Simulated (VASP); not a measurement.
# TaN (Fm-3m) in VASP: notebook, part 3 of 5

VASP 6.6.1.

## (4) Single point, r2SCAN+rVV10

This run uses another cell than the first one, of 10.55 Å³/atom, 1.011 times its volume.

POSCAR

```
TaN
1.0
    0.0000000000      2.1934764741      2.1934764741
    2.1934764741      0.0000000000      2.1934764741
    2.1934764741      2.1934764741      0.0000000000
Ta N
1 1
Direct
    0.5000000000      0.5000000000      0.5000000000
    0.0000000000      0.0000000000      0.0000000000
```

INCAR.step1

```
SYSTEM = TaN
PREC = Accurate
ENCUT = 520
ISMEAR = 0
SIGMA = 0.1
LREAL = .False.
LASPH = .True.
NELM = 100
NBANDS = 15
GGA = PE
ALGO = Normal
EDIFF = 1E-4
LWAVE = .True.
LCHARG = .False.
```

INCAR.step2

```
SYSTEM = TaN
PREC = Accurate
ENCUT = 520
EDIFF = 1E-7
ISMEAR = 0
SIGMA = 0.1
LREAL = .False.
LASPH = .True.
NELM = 100
ALGO = Normal
ISIF = 2
LWAVE = .False.
LCHARG = .False.
METAGGA = R2SCAN
LMIXTAU = .True.
LUSE_VDW = .True.
IVDW_NL = 2
BPARAM = 11.95
CPARAM = 0.0093
NBANDS = 15
ISTART = 1
```

KPOINTS

```
Automatic mesh
0
Gamma
  13 13 13
  0 0 0
```

Potentials or basis: VASP PAW PBE potentials, release 64 (Ta_pv, N).

Command:

```console
$ cat potpaw_PBE.64/Ta_pv/POTCAR potpaw_PBE.64/N/POTCAR > POTCAR
$ cp INCAR.step1 INCAR
$ mpirun -np 1 vasp_std > vasp.out
$ cp INCAR.step2 INCAR
$ mpirun -np 1 vasp_std > vasp.out
```

OUTCAR:

```text
SYSTEM = TaN
   PREC = Accurate
   ENCUT = 520
   EDIFF = 1E-7
   ISMEAR = 0
   LREAL = .False.
   LASPH = .True.
   NELM = 100
   ISIF = 2
   METAGGA = R2SCAN
   IVDW_NL = 2
   BPARAM = 11.95
   ISTART = 1

 ion  position               nearest neighbor table
   1  0.500  0.500  0.500-   2 2.19   2 2.19   2 2.19   2 2.19   2 2.19   2 2.19
   2  0.000  0.000  0.000-   1 2.19   1 2.19   1 2.19   1 2.19   1 2.19   1 2.19

  LATTYP: Found a face centered cubic cell.
 ALAT       =     4.3869529482

  Lattice vectors:

 A1 = (   0.0000000000,   2.1934764741,   2.1934764741)
 A2 = (   2.1934764741,   0.0000000000,   2.1934764741)
 A3 = (   2.1934764741,   2.1934764741,   0.0000000000)

Analysis of symmetry for initial positions (statically):
=====================================================================
 Subroutine PRICEL returns:
 Original cell was already a primitive cell.

 Routine SETGRP: Setting up the symmetry group for a
 face centered cubic supercell.

 Subroutine GETGRP returns: Found 48 space group operations
 (whereof 48 operations were pure point group operations)
 out of a pool of 48 trial point group operations.

The static configuration has the point symmetry O_h .

Analysis of symmetry for dynamics (positions and initial velocities):
=====================================================================
 Subroutine PRICEL returns:
 Original cell was already a primitive cell.

 Routine SETGRP: Setting up the symmetry group for a
 face centered cubic supercell.

 Subroutine GETGRP returns: Found 48 space group operations
 (whereof 48 operations were pure point group operations)
 out of a pool of 48 trial point group operations.

The dynamic configuration has the point symmetry O_h .

 Subroutine INISYM returns: Found 48 space group operations
 (whereof 48 operations are pure point group operations),
 and found     1 'primitive' translations

----------------------------------------------------------------------------------------

                                     Primitive cell

  volume of cell :      21.1071

  direct lattice vectors                    reciprocal lattice vectors
     0.000000000  2.193476474  2.193476474    -0.227948650  0.227948650  0.227948650
     2.193476474  0.000000000  2.193476474     0.227948650 -0.227948650  0.227948650
     2.193476474  2.193476474  0.000000000     0.227948650  0.227948650 -0.227948650

  length of vectors
     3.102044178  3.102044178  3.102044178     0.394818642  0.394818642  0.394818642

  position of ions in fractional coordinates (direct lattice)
     0.500000000  0.500000000  0.500000000
     0.000000000  0.000000000  0.000000000

  ion indices of the primitive-cell ions
   primitive index   ion index
                 1           1
                 2           2

----------------------------------------------------------------------------------------

 KPOINTS: Automatic mesh

Automatic generation of k-mesh.
 Grid dimensions read from file:
 generate k-points for:   13   13   13

 Generating k-lattice:

  Cartesian coordinates                     Fractional coordinates (reciprocal lattice)
    -0.017534512  0.017534512  0.017534512     0.076923077  0.000000000  0.000000000
     0.017534512 -0.017534512  0.017534512     0.000000000  0.076923077  0.000000000
     0.017534512  0.017534512 -0.017534512     0.000000000  0.000000000  0.076923077

  Length of vectors
     0.030370665  0.030370665  0.030370665

  Shift w.r.t. Gamma in fractional coordinates (k-lattice)
     0.000000000  0.000000000  0.000000000

 Subroutine IBZKPT returns following result:
 ===========================================

 Found     84 irreducible k-points:

 Following reciprocal coordinates:
            Coordinates               Weight
  0.000000  0.000000  0.000000      1.000000
  0.076923  0.000000  0.000000      8.000000
  0.153846  0.000000  0.000000      8.000000
  0.230769  0.000000  0.000000      8.000000
  0.307692  0.000000  0.000000      8.000000
  0.384615  0.000000  0.000000      8.000000
[... 16 lines left out ...]
  0.384615  0.153846  0.000000     24.000000
  0.461538  0.153846  0.000000     24.000000
 [... further k-points ...]
   k-points           NKPTS =     84   k-points in BZ     NKDIM =     84   number of bands    NBANDS=     15
   number of dos      NEDOS =    301   number of ions     NIONS =      2
   total plane-waves  NPLWV =  13824
   dimension x,y,z NGX =    24 NGY =   24 NGZ =   24
   dimension x,y,z NGXF=    48 NGYF=   48 NGZF=   48
   ions per type =               1   1
   NGX,Y,Z   is equivalent  to a cutoff of  12.86, 12.86, 12.86 a.u.
   NGXF,Y,Z  is equivalent  to a cutoff of  25.72, 25.72, 25.72 a.u.
 SYSTEM =  TaN
   PREC   = accura    normal or accurate (medium, high low for compatibility)
   ISTART =      1    job   : 0-new  1-cont  2-samecut
   ICHARG =      0    charge: 1-file 2-atom 10-const
   ISPIN  =      1    spin polarized calculation?
   LNONCOLLINEAR =      F non collinear calculations
   LSORBIT =      F    spin-orbit coupling
   LASPH  =      T    aspherical Exc in radial PAW
   ENCUT  =  520.0 eV  38.22 Ry    6.18 a.u.   5.77  5.77  5.77*2*pi/ulx,y,z
   NELM   =    100;   NELMIN=  2; NELMDL=  0     # of ELM steps
   EDIFF  = 0.1E-06   stopping-criterion for ELM
   LREAL  =      F    real-space projection
   EDIFFG = 0.1E-05   stopping-criterion for IOM
   NSW    =      0    number of steps for IOM
   IBRION =     -1    ionic relax: 0-MD 1-quasi-New 2-CG
   NFREE  =      0    steps in history (QN), initial steepest desc. (CG)
   ISIF   =      2    stress and relaxation
   ISYM   =      2    0-nonsym 1-usesym 2-fastsym
   POTIM  = 0.5000    time-step for ionic-motion
   TEBEG  =    0.0;   TEEND  =   0.0 temperature during run
   PSTRESS=    0.0 pullay stress
   NELECT =      16.0000    total number of electrons
   NUPDOWN=      -1.0000    fix difference up-down
   EMIN   =  10.00;   EMAX   =-10.00  energy-range for DOS
   EFERMI =   0.00;   METHOD = LEGACY
   ISMEAR =     0;   SIGMA  =   0.10  broadening in eV -4-tet -1-fermi 0-gaus
   EFERMI_NEDOS =   21; number of points for ismear=-14 and -15
   IALGO  =     38    algorithm
   IMIX   =      4    mixing-type and parameters
     AMIX     =   0.40;   BMIX     =  1.00
     AMIX_MAG =   1.60;   BMIX_MAG =  1.00
  volume/ion in A,a.u.               =      10.55        71.22
  Fermi-wavevector in a.u.,A,eV,Ry     =   1.492698  2.820790 30.315770  2.228146
  Thomas-Fermi vector in A             =   2.605192
   LORBIT       =      0    0 simple, 1 ext, 2 COOP (PROOUT), +10 PAW based schemes
   METAGGA = R2SCAN    functional components
   LHFCALC =     F    Hartree Fock is set to
   AEXX    =    0.0000 exact exchange contribution
   IVDW_NL    =     2    kernel type
   BPARAM     =11.9500
   IVDW    =     0    specifies the selected vdW correction
   LEPSILON=     F    determine dielectric tensor
   LRPA    =     F    only Hartree local field effects (RPA)
 non-spin polarized calculation
 Gauss-broadening in eV      SIGMA  =   0.10
  energy-cutoff  :      520.00
  volume of cell :       21.11
 maximum number of plane-waves:       578
   NGX = 11   NGY = 11   NGZ = 11

 number of electron      16.0000002 magnetization

 Free energy of the ion-electron system (eV)
  ---------------------------------------------------
  ext. energy  EPLUGINS =         0.00000000
  ---------------------------------------------------
  free energy    TOTEN  =       -59.40866578 eV

  energy without entropy =      -59.40640545  energy(sigma->0) =      -59.40753561

 E-fermi :   9.7548     XC(G=0): -14.5276

 val. band max:        9.5978692332   @ k =   0.2308   0.1538   0.0769
 cond. band min:       9.7609290197   @ k =  -0.2308   0.2308   0.0000
 fundamental gap:      0.1630597865
 Fermi energy:         9.7547688712

 k-point     1 :       0.0000    0.0000    0.0000
  band No.  band energies     occupation
      1     -27.4251      2.00000
      2     -27.4251      2.00000
      3     -27.4251      2.00000
      4     -10.3945      2.00000
      5       5.5208      2.00000
      6       5.5208      2.00000
      7       5.5208      2.00000
      8       7.4954      2.00000
      9       7.4954      2.00000
     10       7.4954      2.00000
     11       9.8220      0.34149
     12       9.8220      0.34148
     13      11.5157      0.00000
     14      19.2803      0.00000
[... 401 lines left out ...]
      2     -27.6061      2.00000
      3     -27.5610      2.00000
      4      -7.9294      2.00000
      5      -0.1992      2.00000
      6       1.9597      2.00000
      7       2.3530      2.00000
      8       8.7726      2.00000
      9      11.9557      0.00000
     10      12.0480      0.00000
     11      14.9942      0.00000
     12      15.5142      0.00000
     13      17.9289      0.00000
     14      19.2737      0.00000
     15      21.0862      0.00000

 [... further k-points ...]
[... 5 lines left out ...]
  --------------------------------------------------------------------------------------
  -------------------------------------------------------------------------------------
  Total        0.3507380      0.3507380      0.3507380      0.0000000      0.0000000     -0.0000000
  in kB       26.6234606     26.6234606     26.6234606      0.0000000      0.0000000     -0.0000000
  external PRESSURE =      26.6234606 kB  Pullay stress =       0.0000000 kB

 VOLUME and BASIS-vectors are now :
 -----------------------------------------------------------------------------
  energy-cutoff  :      520.00
  volume of cell :       21.11
      direct lattice vectors                 reciprocal lattice vectors
     0.000000000  2.193476474  2.193476474    -0.227948650  0.227948650  0.227948650
     2.193476474  0.000000000  2.193476474     0.227948650 -0.227948650  0.227948650
     2.193476474  2.193476474  0.000000000     0.227948650  0.227948650 -0.227948650

 POSITION                                       TOTAL-FORCE (eV/Angst)
 -----------------------------------------------------------------------------------
      2.19348      2.19348      2.19348        -0.000000     -0.000000     -0.000000
      0.00000      0.00000      0.00000         0.000000      0.000000      0.000000
 -----------------------------------------------------------------------------------
    total drift:                                0.000000     -0.000000     -0.000000

  FREE ENERGIE OF THE ION-ELECTRON SYSTEM (eV)
  ---------------------------------------------------
  free  energy   TOTEN  =       -59.4086657838 eV

  energy  without entropy=      -59.4064054460  energy(sigma->0) =      -59.40753561
```

Run time: 43 s. Hardware: 1 thread of Intel Xeon 6975P-C (Granite Rapids), shared host; peak memory 0.23 GiB.

What came out:

- Free energy: -59.4087 eV
- Pressure: 2.7 GPa
- Band gap on the k mesh: zero (band 8 reaches 11.54 eV, above the bottom of band 9 at 7.50 eV)

Levels at points of the mesh, in eV from the Fermi level:
```csv
k point,band 5,band 6,band 7,band 8,band 9,band 10,band 11,band 12
"(0.00, 0.00, 0.00)",-4.23,-4.23,-4.23,-2.26,-2.26,-2.26,0.07,0.07
```

Caveat: the PAW data sets were made with another functional, which shifts forces and pressure a little; spin-orbit coupling is left out, which moves the levels of the heavy elements.

[end of part 3 of 5]
